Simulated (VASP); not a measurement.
Set up this calculation in VASP 6.6.1, as the native input.

| Property | Result |
| --- | --- |
| Task | single point |
| Functional | PBE |
| Potentials or basis | VASP PAW PBE potentials, release 64 (Os) |
| Cutoff | 520 eV |
| k mesh | 18 × 18 × 10 |
| Occupations | gaussian, width 0.1 eV |
| Spin | no spin polarisation |
| Dipole correction | no |
| Further INCAR settings | ALGO = Normal; EDIFF = 1e-07; NBANDS = 15 |

The structure of Os lies in POSCAR:

```
Os
1.0
    2.7527783818      0.0000000000      0.0000000000
   -1.3763891909      2.3839760096      0.0000000000
    0.0000000000      0.0000000000      4.3508748752
Os
2
Direct
    0.3333333333      0.6666666667      0.2500000000
    0.6666666667      0.3333333333      0.7500000000
```

One way to write it, as run:

INCAR

```
PREC = Accurate
ENCUT = 520
EDIFF = 1E-7
ISMEAR = 0
SIGMA = 0.1
LREAL = False
LASPH = True
NELM = 60
ALGO = Normal
ISIF = 2
LWAVE = False
LCHARG = False
GGA = PE
NBANDS = 15
```

KPOINTS

```
Automatic mesh
0
Gamma
  18 18 10
```

Potentials or basis: VASP PAW PBE potentials, release 64 (Os).

Launch:

```console
$ cat potpaw_PBE.64/Os/POTCAR > POTCAR
$ mpirun -np 1 vasp_std > vasp.out
```

It gave:

```json
{
  "Pressure": "-0.2 GPa",
  "Band gap on the k mesh": "zero (bands 8 and 9 overlap by 3.80 eV)"
}
```

Caveat: spin-orbit coupling is left out, which moves the levels of the heavy elements.

Run time: 59 s on 1 thread of Intel(R) Xeon(R) Platinum 8488C (Sapphire Rapids) (shared host), peak memory 0.2 GiB.
